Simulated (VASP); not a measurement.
Runs of VASP 6.6.1 on C. The structure is that of space group P6_3/mmc (No. 194), or close to it. The cells are those of the table. 

```csv
cell,gap on the mesh (eV),pressure (GPa),largest force (eV/Å)
"a = 2.409, b = 2.452, c = 8.565 Å, angles 90.0, 90.0, 119.4°, 4 atoms",0.22,8.5,0.29
"a = 2.294, b = 2.425, c = 8.565 Å, angles 90.0, 90.0, 118.2°, 4 atoms",0.90,28.9,1.38
"a = 2.351, b = 2.438, c = 8.565 Å, angles 90.0, 90.0, 118.8°, 4 atoms",0.54,(b),0.76
"a = 2.524, b = 2.481, c = 8.565 Å, angles 90.0, 90.0, 120.6°, 4 atoms",0.18,(c),(a)
```

Alike in all rows: task single point; level PBE; potentials or basis VASP PAW PBE potentials, release 64 (C); no spin polarisation; k mesh 18 × 18 × 6; cutoff (eV) 520; smearing gaussian 0.15 eV.

Question: Estimate the missing entries.

Answer: (a) 0.18; (b) 18.0; (c) -6.6.

Caveats: this functional lacks dispersion, which binds the layers, so the pressure and a relaxed spacing across them are unreliable; forces of over 1 eV/Å act on the atoms, so gaps and moduli don't describe the material at rest (some runs).

A k mesh can miss the band edges.
